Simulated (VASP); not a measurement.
Wanted: the native input for a VASP 6.6.1 run.

```yaml
Task: single point
Functional: LDA
Potentials_or_basis: VASP PAW LDA potentials, release 64 (Ga_d, As)
Cutoff: 520 eV
k_mesh: 7 × 5 × 1
Occupations: fermi-dirac, width 0.02 eV
Spin: no spin polarisation
Dipole_correction: yes
Further_INCAR_settings: ALGO = Normal; EDIFF = 1e-06; NBANDS = 36
```

The structure of GaAs lies in POSCAR:

```
GaAs
1.0
    3.9619516307      0.0000000000      0.0000000000
    0.0000000000      5.6030457296      0.0000000000
    0.0000000000      0.0000000000     19.9620000000
Ga As
3 3
Direct
    0.2500000000      0.0875717740      0.4194812348
    0.7500000000      0.6726474701      0.4999953052
    0.2500000000      0.0875806441      0.5805270258
    0.7500000000      0.8697087613      0.3890043635
    0.2500000000      0.4127810378      0.5000029257
    0.7500000000      0.8697103127      0.6109891450
```

One way to write it, as run:

INCAR

```
SYSTEM = GaAs
ALGO = Normal ; DIPOL = 0.5 0.5 0.500
EDIFF = 1E-6 ; ENCUT = 520
GGA = CA ; IDIPOL = 3
ISIF = 2 ; ISMEAR = -1
LASPH = .True. ; LCHARG = .True.
LDIPOL = .True. ; LELF = .True.
LREAL = .False. ; LVACPOTAV = .True.
LVHAR = .True. ; LWAVE = .False.
NBANDS = 36 ; NELM = 80
PREC = Accurate ; SIGMA = 0.02
```

KPOINTS

```
k-points
0
Gamma
  7 5 1
  0 0 0
```

Potentials or basis: VASP PAW LDA potentials, release 64 (Ga_d, As).

The run is started by

```bash
$ cat potpaw_LDA.64/Ga_d/POTCAR potpaw_LDA.64/As/POTCAR > POTCAR
$ mpirun -np 1 vasp_std > vasp.out
```

Results of the run:

* Largest force: 0.049 eV/Å
* Band gap on the k mesh: 0.23 eV (least direct gap 0.93 eV)

Wall time 9.8 min on 1 thread of Intel Xeon 8259CL, on a shared host, peak memory 0.43 GiB.
